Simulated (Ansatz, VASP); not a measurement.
**One calculation of Ti, two programs**

```
Ti
1.0
     3.64603    0.00000    0.00000
    -1.82302    3.15756    0.00000
     0.00000    0.00000    6.01595
Ti
4
Direct
  0.33333 0.66667 0.43750
  0.66667 0.33333 0.93750
  0.66667 0.33333 0.56250
  0.33333 0.66667 0.06250
```

Alike in both runs: task relaxation of cell and atoms; functional PBEsol; k mesh 6 × 6 × 4; occupations gaussian, width 0.1 eV; no spin polarisation.

|  | VASP | Ansatz |
| --- | --- | --- |
| version | VASP 6.6.1 | Ansatz 0.2.0 |
| potentials or method | VASP PAW PBE potentials, release 64 (Ti_sv), cutoff 600 eV | scalar-relativistic, plane waves, PAW |
| valence electrons in the cell | 48 | 48 |

Ansatz gave:

- gap on the k mesh at the Fermi level, each at its own relaxed structure (eV): none
- relaxed volume (Å³/atom): 22.55
- relaxed cell length with the largest relative difference (Å): 4.684

What did VASP give for the same quantities?

gap on the k mesh at the Fermi level, each at its own relaxed structure (eV): none; relaxed volume (Å³/atom): 22.41; relaxed cell length with the largest relative difference (Å): 4.667.

VASP's potentials were made for PBE, not for PBEsol. A gap of «none» marks a metal or a gap that the smearing closes.

Noted on VASP's run: the volume moved by over 15 % at a fixed basis, so the end points are rough.
